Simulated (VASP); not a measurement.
# PbF2 (P1) in VASP: single point with PBE

Aim: the single point of PbF2 with PBE.

Everything below comes from runs of VASP 6.6.1. Logs are shortened: lines on timing, memory, paths and dates and some standing lists are left out, and cuts for length are marked.

### Step 1. The cell of the first run

The typed cell holds 24 atoms: a = 8.332 Å, b = 8.332 Å, c = 8.332 Å, α = 60.00°, β = 60.00°, γ = 60.00°.

### Step 2. Single point, PBE

File INCAR:

```
  PREC = Accurate
  ENCUT = 520
  EDIFF = 1E-7
  ISMEAR = -1
  SIGMA = 0.112
  LREAL = Auto
  LASPH = T
  NELM = 80
  ALGO = Normal
  ISIF = 2
  LWAVE = F
  LCHARG = F
  GGA = PE
  NBANDS = 130
```

File KPOINTS:

```
regular mesh
0
Gamma
  2 2 2
```

File POSCAR:

```
PbF2
1.0
    0.0000000000      5.8916165671      5.8916165671
    5.8916165671      0.0000000000      5.8916165671
    5.8916165671      5.8916165671      0.0000000000
Pb F
8 16
Direct
   -0.0021828474     -0.0011824429      0.0013207750
    0.0023965409     -0.0055547573      0.5056000278
   -0.0016118666      0.5040605522      0.0052738497
   -0.0034687424      0.5061116021      0.4987026000
    0.4974761963     -0.0021277692      0.0037594096
    0.5053779325     -0.0045827830      0.4968037154
    0.5065189606      0.4971008325     -0.0019893521
    0.4987711720      0.5068558800      0.4975698039
    0.1287806142      0.1038445040      0.1261232790
    0.3889480033      0.3728259426      0.3621792891
    0.1251195647      0.1160135749      0.6257665376
    0.4010510482      0.3703037995      0.8469519262
    0.1362244964      0.6384314826      0.1269698208
    0.3534697950      0.8985931857      0.3654245784
    0.1030001686      0.6179603609      0.6603602688
    0.3754833626      0.9056892857      0.8630356273
    0.5897215918      0.1463583874      0.1249802141
    0.8648975102      0.3649208117      0.3757556988
    0.6255203403      0.1151179803      0.6203645397
    0.8705124377      0.3864233991      0.8604253930
    0.6133018771      0.6161372619      0.1218279384
    0.8721071613      0.8684380495      0.3500445042
    0.6631431213      0.5833531359      0.6140236655
    0.8529749760      0.8881610744      0.8789785352
```

Potentials or basis: VASP PAW PBE potentials, release 64 (Pb_d, F).

Run with:

```console
$ cat potpaw_PBE.64/Pb_d/POTCAR potpaw_PBE.64/F/POTCAR > POTCAR
$ mpirun -np 1 vasp_std > vasp.out
```

OUTCAR:

```text
PREC = Accurate
   ENCUT = 520
   EDIFF = 1E-7
   ISMEAR = -1
   LREAL = Auto
   LASPH = T
   NELM = 80
   ISIF = 2
   GGA = PE

 ion  position               nearest neighbor table
   1  0.998  0.999  0.001-  22 2.38   9 2.46  13 2.46  11 2.56  24 2.57  16 2.58  20 2.64  17 2.78
                             3 4.10   6 4.12   7 4.12   4 4.12   2 4.13
   2  0.002  0.994  0.506-  14 2.40  11 2.48  18 2.52  24 2.55  19 2.57  15 2.57   9 2.59  22 2.81
                             8 4.10   4 4.12   3 4.12   1 4.13
   3  0.998  0.504  0.005-  15 2.35  18 2.53  24 2.62  21 2.63  20 2.66  13 2.68   9 2.73  12 2.75
                             1 4.10   4 4.11   2 4.12   8 4.13
   4  0.997  0.506  0.499-  23 2.28  20 2.46  22 2.48  13 2.54  15 2.60  11 2.65  10 2.67  18 2.69
                             6 4.08   3 4.11   7 4.12   2 4.12   1 4.12
   5  0.497  0.998  0.004-  24 2.42  16 2.42  14 2.47  17 2.47   9 2.51  12 2.55  21 2.60  19 2.61
                             8 4.10   6 4.13
   6  0.505  0.995  0.497-  19 2.47  16 2.50  22 2.51  17 2.55  10 2.57  11 2.59  14 2.60  23 2.81
                             4 4.08   8 4.10   1 4.12   5 4.13
   7  0.507  0.497  0.998-  21 2.38  17 2.40  10 2.48  20 2.48  13 2.53  12 2.61  23 2.63  16 2.78
                             4 4.12   1 4.12
   8  0.499  0.507  0.498-  12 2.38  23 2.46  18 2.50  21 2.56  10 2.58  19 2.67  14 2.67  15 2.70
                             6 4.10   2 4.10   5 4.10   3 4.13
   9  0.129  0.104  0.126-   1 2.46   5 2.51   2 2.59   3 2.73
  10  0.389  0.373  0.362-   7 2.48   6 2.57   8 2.58   4 2.67
  11  0.125  0.116  0.626-   2 2.48   1 2.56   6 2.59   4 2.65
  12  0.401  0.370  0.847-   8 2.38   5 2.55   7 2.61   3 2.75
  13  0.136  0.638  0.127-   1 2.46   7 2.53   4 2.54   3 2.68
  14  0.353  0.899  0.365-   2 2.40   5 2.47   6 2.60   8 2.67
[... 8 lines left out ...]
  23  0.663  0.583  0.614-   4 2.28   8 2.46   7 2.63   6 2.81
  24  0.853  0.888  0.879-   5 2.42   2 2.55   1 2.57   3 2.62

  LATTYP: Found a face centered cubic cell.
 ALAT       =    11.7832331342

  Lattice vectors:

 A1 = (   0.0000000000,   5.8916165671,   5.8916165671)
 A2 = (   5.8916165671,   0.0000000000,   5.8916165671)
 A3 = (   5.8916165671,   5.8916165671,   0.0000000000)

Analysis of symmetry for initial positions (statically):
=====================================================================
 Subroutine PRICEL returns:
 Original cell was already a primitive cell.

 Routine SETGRP: Setting up the symmetry group for a
 face centered cubic supercell.

 Subroutine GETGRP returns: Found  1 space group operations
 (whereof  1 operations were pure point group operations)
 out of a pool of 48 trial point group operations.

The static configuration has the point symmetry C_1 .

Analysis of symmetry for dynamics (positions and initial velocities):
=====================================================================
 Subroutine PRICEL returns:
 Original cell was already a primitive cell.

 Routine SETGRP: Setting up the symmetry group for a
 face centered cubic supercell.

 Subroutine GETGRP returns: Found  1 space group operations
 (whereof  1 operations were pure point group operations)
 out of a pool of 48 trial point group operations.

The dynamic configuration has the point symmetry C_1 .

 Subroutine INISYM returns: Found  1 space group operations
 (whereof  1 operations are pure point group operations),
 and found     1 'primitive' translations

----------------------------------------------------------------------------------------

                                     Primitive cell

  volume of cell :     409.0095

  direct lattice vectors                    reciprocal lattice vectors
     0.000000000  5.891616567  5.891616567    -0.084866351  0.084866351  0.084866351
     5.891616567  0.000000000  5.891616567     0.084866351 -0.084866351  0.084866351
     5.891616567  5.891616567  0.000000000     0.084866351  0.084866351 -0.084866351

  length of vectors
     8.332004053  8.332004053  8.332004053     0.146992832  0.146992832  0.146992832

  position of ions in fractional coordinates (direct lattice)
     0.997817153  0.998817557  0.001320775
     0.002396541  0.994445243  0.505600028
     0.998388133  0.504060552  0.005273850
     0.996531258  0.506111602  0.498702600
     0.497476196  0.997872231  0.003759410
     0.505377932  0.995417217  0.496803715
[... 16 lines left out ...]
     0.663143121  0.583353136  0.614023665
     0.852974976  0.888161074  0.878978535

  ion indices of the primitive-cell ions
   primitive index   ion index
                 1           1
                 2           2
                 3           3
                 4           4
                 5           5
                 6           6
[... 16 lines left out ...]
                23          23
                24          24

----------------------------------------------------------------------------------------

 KPOINTS: regular mesh

Automatic generation of k-mesh.
 Grid dimensions read from file:
 generate k-points for:    2    2    2

 Generating k-lattice:

  Cartesian coordinates                     Fractional coordinates (reciprocal lattice)
    -0.042433176  0.042433176  0.042433176     0.500000000  0.000000000  0.000000000
     0.042433176 -0.042433176  0.042433176     0.000000000  0.500000000  0.000000000
     0.042433176  0.042433176 -0.042433176     0.000000000  0.000000000  0.500000000

  Length of vectors
     0.073496416  0.073496416  0.073496416

  Shift w.r.t. Gamma in fractional coordinates (k-lattice)
     0.000000000  0.000000000  0.000000000

 Subroutine IBZKPT returns following result:
 ===========================================

 Found      8 irreducible k-points:

 Following reciprocal coordinates:
            Coordinates               Weight
  0.000000  0.000000  0.000000      1.000000
  0.500000  0.000000  0.000000      1.000000
  0.000000  0.500000  0.000000      1.000000
  0.000000  0.000000  0.500000      1.000000
  0.500000  0.500000  0.500000      1.000000
  0.500000  0.500000  0.000000      1.000000
  0.000000  0.500000  0.500000      1.000000
  0.500000  0.000000  0.500000      1.000000
   k-points           NKPTS =      8   k-points in BZ     NKDIM =      8   number of bands    NBANDS=    130
   number of dos      NEDOS =    301   number of ions     NIONS =     24
   total plane-waves  NPLWV = 262144
   dimension x,y,z NGX =    64 NGY =   64 NGZ =   64
   dimension x,y,z NGXF=   128 NGYF=  128 NGZF=  128
   ions per type =               8  16
   NGX,Y,Z   is equivalent  to a cutoff of  12.77, 12.77, 12.77 a.u.
   NGXF,Y,Z  is equivalent  to a cutoff of  25.54, 25.54, 25.54 a.u.
 SYSTEM =  unknown system
   PREC   = accura    normal or accurate (medium, high low for compatibility)
   ISTART =      0    job   : 0-new  1-cont  2-samecut
   ICHARG =      2    charge: 1-file 2-atom 10-const
   ISPIN  =      1    spin polarized calculation?
   LNONCOLLINEAR =      F non collinear calculations
   LSORBIT =      F    spin-orbit coupling
   LASPH  =      T    aspherical Exc in radial PAW
   ENCUT  =  520.0 eV  38.22 Ry    6.18 a.u.  15.49 15.49 15.49*2*pi/ulx,y,z
   NELM   =     80;   NELMIN=  2; NELMDL= -5     # of ELM steps
   EDIFF  = 0.1E-06   stopping-criterion for ELM
   LREAL  =      T    real-space projection
   EDIFFG = 0.1E-05   stopping-criterion for IOM
   NSW    =      0    number of steps for IOM
   IBRION =     -1    ionic relax: 0-MD 1-quasi-New 2-CG
   NFREE  =      0    steps in history (QN), initial steepest desc. (CG)
   ISIF   =      2    stress and relaxation
   ISYM   =      2    0-nonsym 1-usesym 2-fastsym
   POTIM  = 0.5000    time-step for ionic-motion
   TEBEG  =    0.0;   TEEND  =   0.0 temperature during run
   PSTRESS=    0.0 pullay stress
   NELECT =     224.0000    total number of electrons
   NUPDOWN=      -1.0000    fix difference up-down
   EMIN   =  10.00;   EMAX   =-10.00  energy-range for DOS
   EFERMI =   0.00;   METHOD = LEGACY
   ISMEAR =    -1;   SIGMA  =   0.11  broadening in eV -4-tet -1-fermi 0-gaus
   EFERMI_NEDOS =   21; number of points for ismear=-14 and -15
   IALGO  =     38    algorithm
   IMIX   =      4    mixing-type and parameters
     AMIX     =   0.40;   BMIX     =  1.00
     AMIX_MAG =   1.60;   BMIX_MAG =  1.00
  volume/ion in A,a.u.               =      17.04       115.01
  Fermi-wavevector in a.u.,A,eV,Ry     =   1.339408  2.531115 24.409055  1.794015
  Thomas-Fermi vector in A             =   2.467803
   LORBIT       =      0    0 simple, 1 ext, 2 COOP (PROOUT), +10 PAW based schemes
   GGA     = PE    functional components
   LHFCALC =     F    Hartree Fock is set to
   AEXX    =    0.0000 exact exchange contribution
   IVDW    =     0    specifies the selected vdW correction
   LEPSILON=     F    determine dielectric tensor
   LRPA    =     F    only Hartree local field effects (RPA)
 non-spin polarized calculation
  energy-cutoff  :      520.00
  volume of cell :      409.01
 maximum number of plane-waves:     11017
 NGX is ok and might be reduce to    64
   NGX = 31   NGY = 31   NGZ = 31

 number of electron     224.0000005 magnetization

 Free energy of the ion-electron system (eV)
  ---------------------------------------------------
  ext. energy  EPLUGINS =         0.00000000
  ---------------------------------------------------
  free energy    TOTEN  =      -113.61122585 eV

  energy without entropy =     -113.61122576  energy(sigma->0) =     -113.61122581

 E-fermi :   4.4898     XC(G=0):  -9.4925

 val. band max:        2.4642682499   @ k =   0.0000   0.0000   0.0000
 cond. band min:       6.4091536557   @ k =   0.0000   0.0000   0.0000
 fundamental gap:      3.9448854058
 Fermi energy:         4.4898101335

 k-point     1 :       0.0000    0.0000    0.0000
  band No.  band energies     occupation
      1     -19.2798      2.00000
      2     -19.1180      2.00000
      3     -19.1082      2.00000
      4     -19.0350      2.00000
      5     -18.9698      2.00000
      6     -18.9140      2.00000
[... 116 lines left out ...]
    123       9.3371      0.00000
    124       9.4194      0.00000

 k-point     2 :       0.5000    0.0000    0.0000
  band No.  band energies     occupation
      1     -19.2391      2.00000
      2     -19.1436      2.00000
      3     -19.1029      2.00000
      4     -19.0508      2.00000
      5     -18.9761      2.00000
      6     -18.9188      2.00000
[... 878 lines left out ...]
    123       8.6959      0.00000
    124       8.8115      0.00000
 [bands above 124 left out]

------------------------ aborting loop because EDIFF is reached ----------------------------------------

  FORCE on cell =-STRESS in cart. coord.  units (eV):
  Direction    XX          YY          ZZ          XY          YZ          ZX
  --------------------------------------------------------------------------------------
  -------------------------------------------------------------------------------------
  Total       13.2208636     12.4173376     12.8909930      1.9493839      0.5102384     -2.8529198
  in kB       51.7889358     48.6413535     50.4967626      7.6361514      1.9987125    -11.1754938
  external PRESSURE =      50.3090173 kB  Pullay stress =       0.0000000 kB

 VOLUME and BASIS-vectors are now :
 -----------------------------------------------------------------------------
  energy-cutoff  :      520.00
  volume of cell :      409.01
      direct lattice vectors                 reciprocal lattice vectors
     0.000000000  5.891616567  5.891616567    -0.084866351  0.084866351  0.084866351
     5.891616567  0.000000000  5.891616567     0.084866351 -0.084866351  0.084866351
     5.891616567  5.891616567  0.000000000     0.084866351  0.084866351 -0.084866351

 POSITION                                       TOTAL-FORCE (eV/Angst)
 -----------------------------------------------------------------------------------
      5.89243      5.88654     11.76341        -0.110738     -0.198026      0.531370
      8.83769      2.99292      5.87301         0.275052     -0.410206     -0.053467
      3.00080      5.91319      8.85185        -0.154444      0.046778     -0.280075
      5.91998      8.80934      8.85300        -0.575654      0.635002      0.146387
      5.90123      2.95309      8.81002        -0.060655     -0.517939      0.090953
      8.79159      5.90447      8.84211         0.524230     -0.204738      0.127252
[... 16 lines left out ...]
      7.05449      7.52458      7.34388         0.663786     -0.730873     -0.097112
     10.41131     10.20401     10.25811        -0.406668      0.589494      0.019055
 -----------------------------------------------------------------------------------
    total drift:                               -0.004050      0.009128     -0.008013

  FREE ENERGIE OF THE ION-ELECTRON SYSTEM (eV)
  ---------------------------------------------------
  free  energy   TOTEN  =      -113.6112258523 eV

  energy  without entropy=     -113.6112257641  energy(sigma->0) =     -113.61122581
```

It took 37 min on 1 thread of Intel Xeon 8259CL, shared host; peak memory 0.7 GiB.

Results:

```yaml
Free_energy: -113.6112 eV
Pressure: 5.0 GPa
Largest_force: 0.992 eV/Å
Band_gap_on_the_k_mesh: 3.94 eV
```

Forces on the atoms (eV/Å):
```
Pb  -0.111 -0.198  0.531
Pb   0.275 -0.410 -0.053
Pb  -0.154  0.047 -0.280
Pb  -0.576  0.635  0.146
Pb  -0.061 -0.518  0.091
Pb   0.524 -0.205  0.127
Pb   0.000 -0.265 -0.111
Pb  -0.452  0.027 -0.379
F    0.517 -0.343  0.120
F    0.045  0.291 -0.253
F   -0.106 -0.161  0.078
F    0.437 -0.164 -0.451
F   -0.427 -0.417 -0.230
F   -0.177  0.658 -0.174
F   -0.311 -0.285  0.411
F   -0.431 -0.271 -0.530
F   -0.032  0.536  0.213
F   -0.035  0.091  0.175
F   -0.018 -0.227  0.263
F    0.241  0.578 -0.033
F    0.081  0.439  0.614
F    0.513  0.303 -0.197
F    0.664 -0.731 -0.097
F   -0.407  0.589  0.019
```

Levels at points of the mesh, in eV from the valence-band top:
| k point | band 109 | band 110 | band 111 | band 112 | band 113 | band 114 | band 115 | band 116 |
| --- | --- | --- | --- | --- | --- | --- | --- | --- |
| (0.00, 0.00, 0.00) | -0.43 | -0.34 | -0.18 | 0.00 | 3.94 | 4.00 | 4.01 | 4.36 |
| (0.50, 0.00, 0.00) | -0.53 | -0.31 | -0.31 | -0.08 | 4.46 | 4.56 | 4.61 | 4.80 |
| (0.00, 0.50, 0.00) | -0.47 | -0.38 | -0.23 | -0.05 | 4.54 | 4.61 | 4.76 | 4.81 |
| (0.00, 0.00, 0.50) | -0.53 | -0.50 | -0.32 | -0.06 | 4.42 | 4.46 | 4.61 | 4.65 |
| (0.50, 0.50, 0.50) | -0.50 | -0.40 | -0.25 | -0.11 | 4.47 | 4.54 | 4.72 | 4.80 |
| (0.50, 0.50, 0.00) | -0.49 | -0.41 | -0.24 | -0.16 | 4.60 | 4.67 | 4.88 | 4.96 |
| (0.00, 0.50, 0.50) | -0.56 | -0.45 | -0.35 | -0.08 | 4.56 | 4.66 | 4.83 | 4.95 |
| (0.50, 0.00, 0.50) | -0.59 | -0.45 | -0.34 | -0.02 | 4.60 | 4.63 | 4.84 | 4.95 |

Caveat: the k points lie up to 0.46 Å⁻¹ apart; the atoms stand as in a frame of molecular dynamics; spin-orbit coupling is left out, which moves the levels of the heavy elements. As with any semilocal functional, this PBE gap is likely too small.
